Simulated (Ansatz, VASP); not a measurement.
Li2O in VASP and in Ansatz

File INCAR:

```
PREC = Accurate
ENCUT = 650
EDIFF = 1E-8
ISMEAR = -1
SIGMA = 0.03
LREAL = False
LASPH = True
NELM = 120
ALGO = Normal
ISIF = 2
LWAVE = False
LCHARG = False
GGA = PS
LEFG = True
NBANDS = 13
GGA_COMPAT = False
```

The input KPOINTS:

```
regular mesh
0
Gamma
  9 9 9
```

File POSCAR:

```
Li2O
1.0
    0.0000000000      2.3556900000      2.3095000000
    2.3556900000      0.0000000000      2.3095000000
    2.3556900000      2.3556900000      0.0000000000
Li O
2 1
Direct
    0.2500000000      0.2500000000      0.2500000000
    0.7500000000      0.7500000000      0.7500000000
    0.0000000000      0.0000000000      0.0000000000
```

Input for Ansatz:

```yaml
crystal:
  lattice:
    - [0.0, 2.35569, 2.3095]
    - [2.35569, 0.0, 2.3095]
    - [2.35569, 2.35569, 0.0]
  atoms:
    - { symbol: Li, position: [0.25, 0.25, 0.25] }
    - { symbol: Li, position: [0.75, 0.75, 0.75] }
    - { symbol: O, position: [0.0, 0.0, 0.0] }
kpoints:
  mp_grid: { grid: [9, 9, 9] }
scf:
  occupations: { method: fermi_dirac, width: 0.03 }
hamiltonian:
  xc: pbesol
  pseudopotentials: { kind: all_electron, datasets: crystal }
output:
  forces: true
  stress: true
  eigenvalues: true
  efg: { contact_densities: true }
```

Change from the starting cell: equal xx and yy strain of +2 %, crystal datasets.

Alike in both runs: task electric field gradients; functional PBEsol; k mesh 9 × 9 × 9; occupations fermi-dirac, width 0.03 eV; no spin polarisation.

```csv
,VASP,Ansatz
version,VASP 6.6.1,Ansatz 0.2.0
potentials or method,"VASP PAW PBE potentials, release 64 (Li_sv, O), cutoff 650 eV","all-electron PAW with datasets made for the crystal, scalar-relativistic"
```

Ansatz gave:

| Quantity | Value |
| --- | --- |
| gap on the k mesh at the Fermi level (eV) | 4.79 |
| pressure (GPa) | -4.9 |
| traceless stress, the component that is largest in VASP (GPa) | 2.33 |
| size of Vzz on the site where it differs most (V/Å²) | 1.4 |

Question: What did VASP give for the same quantities?

Answer: gap on the k mesh at the Fermi level (eV): 4.78; pressure (GPa): -5.0; traceless stress, the component that is largest in VASP (GPa): 2.32; size of Vzz on the site where it differs most (V/Å²): 1.3.

VASP's potentials were made for PBE, not for PBEsol. Ansatz ran all-electron here, and VASP with PAW potentials.
